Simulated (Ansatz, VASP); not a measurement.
## PtSe2: VASP beside Ansatz

File INCAR:

```
  PREC = Accurate
  ENCUT = 520
  EDIFF = 1E-7
  ISMEAR = -1
  SIGMA = 0.02
  LREAL = F
  LASPH = T
  NELM = 60
  ALGO = Normal
  ISIF = 2
  LWAVE = F
  LCHARG = F
  GGA = PE
  NBANDS = 18
```

The input KPOINTS:

```
regular mesh
0
Gamma
  12 12 6
```

Contents of POSCAR:

```
PtSe2
1.0
    3.6768221210      0.0000000000      0.0000000000
   -1.8384110605      3.1842213620      0.0000000000
    0.0000000000      0.0000000000      5.2038041547
Pt Se
1 2
Direct
    0.0000000000      0.0000000000      0.0000000000
    0.3333333333      0.6666666667      0.2538240282
    0.6666666667      0.3333333333      0.7461759718
```

Input for Ansatz:

```yaml
crystal:
  lattice:
    - [3.676822121, 0.0, 0.0]
    - [-1.8384110605, 3.184221362, 0.0]
    - [0.0, 0.0, 5.2038041547]
  atoms:
    - { symbol: Pt, position: [0.0, 0.0, 0.0] }
    - { symbol: Se, position: [0.3333333333, 0.6666666667, 0.2538240282] }
    - { symbol: Se, position: [0.6666666667, 0.3333333333, 0.7461759718] }
kpoints:
  mp_grid: { grid: [12, 12, 6] }
  band_path:
    path:
      - [0.0, 0.0, 0.0]
      - [0.5, 0.0, 0.0]
      - [0.3333333333, 0.3333333333, 0.0]
      - [0.0, 0.0, 0.5]
      - [0.5, 0.0, 0.5]
      - [0.3333333333, 0.3333333333, 0.5]
      - [0.3, 0.3, 0.0]
      - [0.0, 0.25, 0.3333333333]
    npoints: 1
hamiltonian:
  xc: pbe
scf:
  occupations: { method: fermi_dirac, width: 0.02 }
  n_extra_bands: 4
output:
  forces: true
  stress: true
  eigenvalues: true
  write_density: true
  write_potential: true
  elf: true
  volumetric_format: npy
```

Change from the starting cell: hydrostatic strain -1.4%.

Alike in both runs: task single point; functional PBE; k mesh 12 × 12 × 6; occupations fermi-dirac, width 0.02 eV; no spin polarisation.

```csv
,VASP,Ansatz
version,VASP 6.6.1,Ansatz 0.2.0
potentials or method,"VASP PAW PBE potentials, release 64 (Pt, Se)","plane waves, PAW"
plane-wave cutoff (eV),520,420
valence electrons in the cell,22,50
```

|  | VASP | Ansatz | Ansatz less VASP |
| --- | --- | --- | --- |
| pressure (GPa) | 6.9 | 7.0 | +0.02 |
| traceless stress, the component that is largest in VASP (GPa) | -2.88 | -2.87 | +0.012 |
| rms of the force components (eV/Å) | 0.102 | 0.100 | -0.0026 |

Atom by atom the forces differ by 0.003 eV/Å (rms over components). With one functional, cell and mesh, what is left measures potentials, basis and numerics. VASP's potentials hold 22 valence electrons a cell and Ansatz's 50, so a difference there can come from the potentials and not from the codes.

Spin-orbit coupling is off throughout.
